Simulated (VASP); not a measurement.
**C: single point with PBEsol**

C, a slab with vacuum:

```
C
1.0
     2.51292    0.00000    0.00000
    -1.25646    2.17625    0.00000
     0.00000    0.00000   25.77191
C
12
Direct
  0.33333 0.66667 0.29615
  0.00000 0.00000 0.30630
  0.00000 0.00000 0.37118
  0.66667 0.33333 0.39002
  0.66667 0.33333 0.45030
  0.33333 0.66667 0.47008
  0.33333 0.66667 0.52992
  0.00000 0.00000 0.54970
  0.00000 0.00000 0.60998
  0.66667 0.33333 0.62882
  0.66667 0.33333 0.69370
  0.33333 0.66667 0.70385
```

```
Program                : VASP 6.6.1
Task                   : single point
Functional             : PBEsol
Potentials or basis    : VASP PAW PBE potentials, release 64 (C)
Cutoff                 : 520 eV
k mesh                 : 12 × 12 × 1
Occupations            : gaussian, width 0.05 eV
Spin                   : no spin polarisation
Dipole correction      : yes
Further INCAR settings : ALGO = Normal; EDIFF = 1e-06; NBANDS = 36
```

* Largest force: 0.025 eV/Å
* Band gap on the k mesh: zero (bands 24 and 25 overlap by 0.78 eV)

Forces in eV/Å, atoms in the order of the input:
```
C    0.000  0.000 -0.023
C    0.000  0.000  0.000
C    0.000  0.000 -0.025
C    0.000  0.000  0.005
C    0.000  0.000  0.000
C    0.000  0.000 -0.005
C    0.000  0.000  0.005
C    0.000  0.000  0.000
C    0.000  0.000 -0.005
C    0.000  0.000  0.025
C    0.000  0.000  0.000
C    0.000  0.000  0.023
```

Levels at points of the mesh, in eV from the Fermi level:
```csv
k point,band 20,band 21,band 22,band 23,band 24,band 25,band 26,band 27,band 28,band 29
"(0.00, 0.00, 0.00)",-2.60,-2.60,-2.19,-2.19,0.18,0.89,4.17,4.17,4.39,4.47
"(0.50, 0.00, 0.00)",-6.00,-5.56,-5.13,-5.05,-0.29,-0.23,2.82,3.26,3.72,4.29
```

Run time: 4.4 min on 1 thread of Intel Xeon 8259CL, on a shared host, peak memory 0.27 GiB.

Caveat: the PAW data sets were made with another functional, which shifts forces and pressure a little.
